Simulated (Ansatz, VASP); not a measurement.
Ni: VASP beside Ansatz

```
Ni
1.0
     0.00000    1.71458    1.71458
     1.71458    0.00000    1.71458
     1.71458    1.71458    0.00000
Ni
1
Direct
  0.00000 0.00000 0.00000
```

Alike in both runs: task single point; functional r2SCAN; k mesh 25 × 25 × 25; occupations fermi-dirac, width 0.05 eV; collinear spin.

|  | VASP | Ansatz |
| --- | --- | --- |
| version | VASP 6.6.1 | Ansatz 0.2.0 |
| potentials or method | VASP PAW PBE potentials, release 64 (Ni), cutoff 520 eV | plane waves (500 eV) with PAW, scalar-relativistic |
| valence electrons in the cell | 10 | 18 |

VASP gave:

```
pressure (GPa)                                                : 10.9
net moment per atom (μB)                                      : 0.71
size of the moment on the site where the two differ most (μB) : 0.72
```

Problem. Which values does Ansatz return?

Solution. Pressure (GPa): 10.4; net moment per atom (μB): 0.73; size of the moment on the site where the two differ most (μB): 0.79.

VASP's potentials were made for PBE, not for r2SCAN. Site moments also hang on the region over which each program counts them. VASP's potentials hold 10 valence electrons a cell and Ansatz's 18, so a difference there can come from the potentials and not from the codes. Ansatz's warnings: stability check not made.
